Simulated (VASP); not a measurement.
# ScTeI4 (Cmmm) in VASP: further runs, part 2 of 2

VASP 6.6.1. Earlier steps stand in the parts before.

### Step 4. Relaxation of cell and atoms, PBE

The input, INCAR:

```
  PREC = Accurate
  ENCUT = 600
  EDIFF = 1E-6
  ISMEAR = 0
  SIGMA = 0.1
  LREAL = F
  LASPH = T
  NELM = 80
  ALGO = Normal
  ISIF = 3
  LWAVE = F
  LCHARG = F
  GGA = PE
  IBRION = 2
  NSW = 90
  EDIFFG = -0.04
```

The input, KPOINTS:

```
regular mesh
0
Gamma
  4 4 4
```

The input, POSCAR:

```
ScTeI4
1.0
    4.6540558300     -4.8601646500      0.0000000000
    4.6540558300      4.8601646500      0.0000000000
    0.0000000000      0.0000000000      4.6407357400
Sc Te I
1 1 4
Direct
    0.5000000000      0.5000000000      0.5000000000
    0.0000000000      0.0000000000      0.0000000000
    0.6964043400      0.3035956600      0.0000000000
    0.3035956600      0.6964043400      0.0000000000
    0.2088868900      0.2088868900      0.5000000000
    0.7911131100      0.7911131100      0.5000000000
```

The run is started by

```console
> cat potpaw_PBE.64/Sc_sv/POTCAR potpaw_PBE.64/Te/POTCAR potpaw_PBE.64/I/POTCAR > POTCAR
> mpirun -np 1 vasp_std > vasp.out
```

Wall time 27 min (1 thread of Intel Xeon 6975P-C (Granite Rapids), shared host); peak memory 0.46 GiB.

It converged, with:

| Item | Value |
| --- | --- |
| Free energy | -19.1245 eV |
| Relaxed volume | 47.31 Å³/atom |
| Relaxed cell | a = 8.389 Å, b = 8.389 Å, c = 4.101 Å, α = 90.00°, β = 90.00°, γ = 100.39° |
| Space group after relaxing (to 0.1 Å) | Cmmm (No. 65) |
| Energy gained by relaxing | 294.5 meV/atom |
| Ionic steps | 24 |
| Pressure after relaxing | 0.1 GPa |
| Largest force after relaxing | 0.004 eV/Å |
| Band gap on the k mesh | zero (an odd number of electrons rules out a gap without spin polarisation) |

Forces on the atoms (eV/Å):
```
Sc   0.000  0.000  0.000
Te   0.000  0.000  0.000
I    0.000  0.003  0.000
I    0.000 -0.003  0.000
I    0.004  0.000  0.000
I   -0.004  0.000  0.000
```

Step by step:
```
step  energy change (eV)  largest force (eV/Å)  pressure (GPa)  volume (Å³)
   1              0.0000                0.9450            6.30       209.94
   2             -0.7621                0.6872           -0.64       254.58
   3             -0.7644                0.6969           -0.33       251.35
   4             -0.8587                0.5691           -0.18       250.99
   5             -0.9861                0.2443            0.50       249.97
   6             -1.0774                0.2652            0.13       255.76
   7             -1.2218                0.5033           -0.34       271.99
   8             -1.2549                0.5343           -0.36       273.70
   9             -1.3358                0.6458           -0.39       278.58
  10             -1.3374                0.9474           -0.13       287.18
  11             -1.3653                0.8043           -0.30       283.32
  12             -1.4580                0.6749           -0.32       283.63
  13             -1.6531                0.3206           -0.26       284.08
  14             -1.6627                0.3079            0.37       283.00
  15             -1.7226                0.2392           -0.03       283.86
  16             -1.7227                0.2365           -0.01       283.83
  17             -1.7339                0.2308           -0.02       283.73
  18             -1.7546                0.2131            0.02       283.35
  19             -1.7435                0.1815            0.16       282.27
  20             -1.7579                0.1999            0.07       283.01
  21             -1.7634                0.1249            0.00       283.85
  22             -1.7661                0.0394           -0.09       285.14
  23             -1.7661                0.0409           -0.08       285.04
  24             -1.7669                0.0041            0.07       283.84
```

Final structure:
```cif
data_structure
_symmetry_space_group_name_H-M 'P 1'
_symmetry_Int_Tables_number 1
_cell_length_a 8.3889
_cell_length_b 8.3889
_cell_length_c 4.1006
_cell_angle_alpha 90.000
_cell_angle_beta 90.000
_cell_angle_gamma 100.393
_cell_volume 283.84
loop_
_atom_site_label
_atom_site_type_symbol
_atom_site_fract_x
_atom_site_fract_y
_atom_site_fract_z
_atom_site_occupancy
Sc1 Sc 0.50000 0.50000 0.50000 1
Te1 Te 0.00000 0.00000 0.00000 1
I1 I 0.65807 0.34193 0.00000 1
I2 I 0.34193 0.65807 0.00000 1
I3 I 0.22428 0.22428 0.50000 1
I4 I 0.77572 0.77572 0.50000 1
```

Levels at points of the mesh, in eV from the Fermi level:
```csv
k point,band 19,band 20,band 21,band 22,band 23,band 24,band 25,band 26,band 27
"(0.00, 0.00, 0.00)",-1.98,-1.94,-1.64,-0.58,0.49,0.50,0.61,1.19,1.35
"(0.50, 0.00, 0.00)",-2.19,-1.74,-1.62,-0.46,-0.06,0.26,0.52,1.46,1.52
"(0.50, 0.50, 0.00)",-1.98,-1.98,-1.81,-0.44,0.48,0.55,0.63,1.19,1.46
"(0.00, 0.00, 0.50)",-2.36,-2.22,-2.11,-0.84,-0.43,0.37,0.97,1.44,1.57
"(0.50, 0.00, 0.50)",-2.17,-2.00,-1.92,-0.86,0.21,0.44,0.92,1.17,1.43
"(0.50, 0.50, 0.50)",-2.30,-2.11,-2.04,-0.85,-0.45,0.27,0.95,1.44,1.57
```

Caveat: the volume moved by over 15 % at a fixed basis, so the end points are rough; spin-orbit coupling is left out, which moves the levels of the heavy elements; an odd number of electrons without spin polarisation forces a metal; a magnetic or distorted state may lie lower.

### Step 5. Single point, PBE

This run uses another cell than the first one, of 44.41 Å³/atom.

The input, INCAR:

```
SYSTEM = ScTeI4
ALGO     = Normal         ! electronic algorithm
EDIFF    = 1E-6           ! SCF threshold, eV
ENCUT    = 520            ! plane-wave cutoff, eV
GGA      = PE             ! functional
ISIF     = 2              ! what is computed and relaxed
ISMEAR   = 0              ! smearing method
LASPH    = .True.         ! aspherical terms in the spheres
LCHARG   = .False.        ! write CHGCAR
LREAL    = .False.        ! projectors in reciprocal space
LWAVE    = .False.        ! write WAVECAR
NBANDS   = 32             ! bands
NELM     = 80             ! most SCF steps
PREC     = Accurate       ! precision mode
SIGMA    = 0.1            ! smearing width, eV
```

The input, KPOINTS:

```
k-points
0
Gamma
  6 6 8
  0 0 0
```

The input, POSCAR:

```
ScTeI4
1.0
    4.8841041903     -5.9102177012      0.0000000000
    4.8841041903      5.9102177012      0.0000000000
    0.0000000000      0.0000000000      4.6153161331
Sc Te I
1 1 4
Direct
    0.5000000000      0.5000000000      0.5000000000
    0.0000000000      0.0000000000      0.0000000000
    0.6998639096      0.6998639096      0.0000000000
    0.3001360904      0.3001360904      0.0000000000
    0.7323073526      0.2676926474      0.5000000000
    0.2676926474      0.7323073526      0.5000000000
```

The run is started by

```console
> cat potpaw_PBE.64/Sc_sv/POTCAR potpaw_PBE.64/Te/POTCAR potpaw_PBE.64/I/POTCAR > POTCAR
> mpirun -np 1 vasp_std > vasp.out
```

It took 5.1 min on 1 thread of Intel Xeon 6975P-C (Granite Rapids), shared host; peak memory 0.72 GiB.

Results (log left out):

```
Free energy            : -18.6671 eV
Pressure               : 0.0 GPa
Largest force          : 0.016 eV/Å
Band gap on the k mesh : zero (an odd number of electrons rules out a gap without spin polarisation)
```

Forces on the atoms (eV/Å):
```
Sc   0.000  0.000  0.000
Te   0.000  0.000  0.000
I    0.013  0.000  0.000
I   -0.013  0.000  0.000
I    0.000 -0.016  0.000
I    0.000  0.016  0.000
```

Levels at points of the mesh, in eV from the Fermi level:
| k point | band 19 | band 20 | band 21 | band 22 | band 23 | band 24 | band 25 | band 26 | band 27 | band 28 |
| --- | --- | --- | --- | --- | --- | --- | --- | --- | --- | --- |
| (0.00, 0.00, 0.00) | -1.08 | -0.95 | -0.85 | -0.33 | -0.05 | 0.89 | 1.62 | 1.67 | 2.08 | 2.17 |
| (0.50, 0.00, 0.00) | -1.20 | -1.19 | -0.85 | -0.22 | -0.13 | 0.01 | 1.23 | 1.73 | 1.76 | 2.42 |
| (0.50, 0.50, 0.00) | -1.34 | -1.18 | -1.06 | 0.29 | 0.32 | 0.90 | 1.68 | 1.84 | 2.13 | 2.17 |
| (0.00, 0.00, 0.50) | -1.90 | -1.64 | -0.95 | -0.75 | 0.37 | 1.03 | 1.21 | 1.59 | 1.72 | 3.09 |
| (0.50, 0.00, 0.50) | -1.63 | -1.22 | -1.16 | -0.45 | -0.12 | 0.96 | 1.19 | 1.57 | 1.57 | 2.19 |
| (0.50, 0.50, 0.50) | -1.37 | -1.24 | -1.11 | -1.01 | -0.61 | 1.03 | 1.22 | 1.57 | 1.82 | 2.94 |

Caveat: spin-orbit coupling is left out, which moves the levels of the heavy elements; an odd number of electrons without spin polarisation forces a metal; a magnetic or distorted state may lie lower.

### Step 6. The runs side by side

```tsv
task	cell	k mesh	cutoff (eV)	gap on the mesh (eV)	pressure (GPa)	largest force (eV/Å)
single point	a = 6.729, b = 6.729, c = 4.641 Å, angles 90.0, 90.0, 92.5°, 6 atoms, atomic positions A	4 × 4 × 4	520	none	6.3	0.94
single point	a = 7.708, b = 7.708, c = 4.531 Å, angles 90.0, 90.0, 79.5°, 6 atoms, atomic positions B	4 × 4 × 4	520	none	0.0	0.02
relaxation of cell and atoms	relaxed from a = 6.729, b = 6.729, c = 4.641 Å, angles 90.0, 90.0, 92.5°, 6 atoms, atomic positions A	4 × 4 × 4	600	none	0.1	-
single point	a = 7.667, b = 7.667, c = 4.615 Å, angles 90.0, 90.0, 100.9°, 6 atoms, atomic positions C	6 × 6 × 8	520	none	0.0	0.02
```

Alike in all rows: level PBE; potentials or basis VASP PAW PBE potentials, release 64 (Sc_sv, Te, I); no spin polarisation; smearing gaussian 0.1 eV.

Caveats: spin-orbit coupling is left out, which moves the levels of the heavy elements; an odd number of electrons without spin polarisation forces a metal; a magnetic or distorted state may lie lower; the cell stands under pressure (at least some runs); the volume moved by over 15 % at a fixed basis, so the end points are rough (at least some runs).

Total energies depend on the potentials used, so only differences within one code and one set of settings carry meaning.
